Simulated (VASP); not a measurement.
Runs of VASP 6.6.1 on Si3C. The structure is that of space group P-6m2 (No. 187), or close to it. The cells are those of the table. 

```tsv
task	spin	cell	k mesh	cutoff (eV)	k mesh for the DOS	occupations for the DOS	gap on the mesh (eV)	pressure (GPa)	moment (μB)	relaxed volume (Å³/atom)	largest force (eV/Å)
single point	collinear, ferromagnetic start	a = 2.772, b = 2.772, c = 8.774 Å, angles 90.0, 90.0, 120.0°, 4 atoms	6 × 6 × 2	600	-	-	none	-12.4	0.00	-	1.63
relaxation of cell and atoms	off	relaxed from a = 2.887, b = 2.887, c = 6.655 Å, angles 90.0, 90.0, 120.0°, 4 atoms	18 × 18 × 8	600	-	-	none	0.0	-	(a)	-
single point	off	a = 2.887, b = 2.887, c = 6.655 Å, angles 90.0, 90.0, 120.0°, 4 atoms	18 × 18 × 6	520	-	-	none	0.0	-	-	0.01
relaxation of cell and atoms	off	relaxed from a = 2.772, b = 2.772, c = 8.774 Å, angles 90.0, 90.0, 120.0°, 4 atoms	6 × 6 × 2	600	-	-	none	0.2	-	12.95	0.04
single point	off	a = 2.904, b = 2.904, c = 6.549 Å, angles 90.0, 90.0, 120.0°, 4 atoms	18 × 18 × 8	520	-	-	none	0.0	-	-	0.01
single point	off	a = 2.800, b = 2.800, c = 7.645 Å, angles 90.0, 90.0, 120.0°, 4 atoms	6 × 6 × 2	520	-	-	none	-0.1	-	-	0.06
single point	collinear, ferromagnetic start	a = 2.800, b = 2.800, c = 7.645 Å, angles 90.0, 90.0, 120.0°, 4 atoms	6 × 6 × 2	600	-	-	none	-0.1	0.00	-	0.06
```

Alike in all rows: level PBE; potentials or basis VASP PAW PBE potentials, release 64 (Si, C); smearing gaussian 0.1 eV.

Task: Fill in the values left out.

Result: (a) 11.96.

Caveats: some runs use coarse meshes; forces of over 1 eV/Å act on the atoms, so gaps and moduli don't describe the material at rest (some runs).

A gap of «none» marks levels without a gap at the run's occupations.
